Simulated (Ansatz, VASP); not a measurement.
## SrO in VASP and in Ansatz

The input POSCAR:

```
SrO
1.0
    0.0000000000      2.4810824505      2.4810824505
    2.4810824505      0.0000000000      2.4810824505
    2.4810824505      2.4810824505      0.0000000000
Sr O
1 1
Direct
    0.0000000000      0.0000000000      0.0000000000
    0.5000000000      0.5000000000      0.5000000000
```

File INCAR.step1:

```
ALGO = Normal
EDIFF = 1E-5
ENCUT = 520
GGA = PE
ISIF = 2
ISMEAR = 0
LASPH = True
LCHARG = False
LREAL = False
LWAVE = True
NBANDS = 15
NELM = 80
PREC = Accurate
SIGMA = 0.01
```

Contents of INCAR.step2:

```
ALGO = Normal
EDIFF = 1E-7
ENCUT = 520
GGA = PE
HFSCREEN = 0.2079
ISIF = 2
ISMEAR = 0
ISTART = 1
LASPH = True
LCHARG = False
LHFCALC = True
LREAL = False
LWAVE = False
NBANDS = 15
NELM = 80
PREC = Accurate
PRECFOCK = Normal
SIGMA = 0.01
```

File KPOINTS:

```
k-points
0
Gamma
  6 6 6
```

Input for Ansatz:

```yaml
crystal:
  lattice:
    - [0.0, 2.4810824505, 2.4810824505]
    - [2.4810824505, 0.0, 2.4810824505]
    - [2.4810824505, 2.4810824505, 0.0]
  atoms:
    - { symbol: Sr, position: [0.0, 0.0, 0.0] }
    - { symbol: O, position: [0.5, 0.5, 0.5] }
kpoints:
  mp_grid: { grid: [6, 6, 6] }
  band_path:
    path:
      - [0.0, 0.0, 0.0]
      - [0.5, 0.0, 0.5]
      - [0.625, 0.25, 0.625]
      - [0.375, 0.375, 0.75]
      - [0.5, 0.5, 0.5]
      - [0.5, 0.25, 0.75]
    npoints: 1
hamiltonian:
  xc: hse06
scf:
  occupations: { method: fixed }
  n_extra_bands: 4
output:
  forces: true
  stress: true
  eigenvalues: true
```

Change from the starting cell: hydrostatic strain -3.8%.

Alike in both runs: task single point; functional HSE06; k mesh 6 × 6 × 6; no spin polarisation.

|  | VASP | Ansatz |
| --- | --- | --- |
| version | VASP 6.6.1 | Ansatz 0.2.0 |
| potentials or method | VASP PAW PBE potentials, release 64 (Sr_sv, O) | plane waves, PAW |
| plane-wave cutoff (eV) | 520 | 420 |
| occupations | gaussian, width 0.01 eV | fixed |
| valence electrons in the cell | 16 | 16 |

|  | VASP | Ansatz | Ansatz less VASP |
| --- | --- | --- | --- |
| gap on the k mesh at the Fermi level (eV) | 4.68 | 4.73 | +0.048 |
| pressure (GPa) | 14.5 | 13.5 | -0.92 |

Ansatz's warnings: stress exchange threshold loose, stress scf threshold loose.
